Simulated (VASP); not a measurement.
SnO2:

```
Sn O
1.0
     1.63837    0.94592    4.86377
    -1.63837    0.94592    4.86377
     0.00000   -1.89183    4.86377
Sn O
1 2
Direct
  0.50000 0.50000 0.50000
  0.76283 0.76283 0.76283
  0.23717 0.23717 0.23717
```

Base run:

```yaml
Program: VASP 6.6.1
Functional: LDA
Potentials_or_basis: VASP PAW LDA potentials, release 64 (Sn_d, O)
Cutoff: 520 eV
k_mesh: 10 × 10 × 10
Occupations: fermi-dirac, width 0.05 eV
Spin: no spin polarisation
```

Its results: band gap on the k mesh 1.54 eV (least direct gap 1.63 eV); pressure -12.9 GPa; largest force 0.978 eV/Å.

Task: The run is repeated on the same cell with these changes: functional from LDA to PBEsol; potentials or basis from VASP PAW LDA potentials, release 64 (Sn_d, O) to VASP PAW PBE potentials, release 64 (Sn_d, O). What comes out?

Result: Band gap on the k mesh 1.62 eV (least direct gap 1.71 eV); pressure -9.4 GPa; largest force 0.718 eV/Å.

Caveats: the cell stands under tension; spin-orbit coupling is left out, which moves the levels of the heavy elements; the PAW data sets were made with another functional, which shifts forces and pressure a little (at least some runs).

A k mesh can miss the band edges.
